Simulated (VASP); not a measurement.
Input of a VASP 6.6.1 run:

INCAR

```
  PREC = Accurate
  ENCUT = 520
  EDIFF = 1E-7
  ISMEAR = 0
  SIGMA = 0.1
  LREAL = False
  LASPH = True
  NELM = 150
  ALGO = Normal
  ISIF = 2
  LWAVE = False
  LCHARG = True
  ISPIN = 2
  MAGMOM = 1 1 0 0 0 0 0
  LORBIT = 11
  LMAXMIX = 4
  GGA = PE
  LELF = True
  LVHAR = True
  NBANDS = 37
```

File KPOINTS:

```
regular mesh
0
Gamma
  6 6 2
```

Contents of POSCAR:

```
Sc2BeTe4
1.0
    4.4778605141      0.0000000000      0.0000000000
   -2.2389302571      3.8779409598      0.0000000000
    0.0000000000      0.0000000000     13.3353552944
Sc Be Te
2 1 4
Direct
    0.3333333333      0.6666666667      0.5000000000
    0.3333333333      0.6666666667      0.0000000000
    0.6666666667      0.3333333333      0.5000000000
    0.6666666667      0.3333333333      0.1134691565
    0.6666666667      0.3333333333      0.8865308435
    0.3333333333      0.6666666667      0.3018458677
    0.3333333333      0.6666666667      0.6981541323
```

Potentials or basis: VASP PAW PBE potentials, release 64 (Sc_sv, Be, Te).

Run with:

```console
$ cat potpaw_PBE.64/Sc_sv/POTCAR potpaw_PBE.64/Be/POTCAR potpaw_PBE.64/Te/POTCAR > POTCAR
$ mpirun -np 1 vasp_std > vasp.out
```

**Question.** What does it give for the band gap on the k mesh?

**Answer.** Zero (filled and empty bands overlap).

**Question.** What does it give for the largest force?

**Answer.** 0.017 eV/Å.

**Question.** Estimate the pressure.

**Answer.** -0.1 GPa.

**Question.** Predict the net moment.

**Answer.** 0.00 μB per cell.

Stress tensor (GPa, compression positive):
```
-0.10  0.00  0.00
 0.00 -0.10  0.00
 0.00  0.00  0.04
```

Caveat: spin-orbit coupling is left out, which moves the levels of the heavy elements.
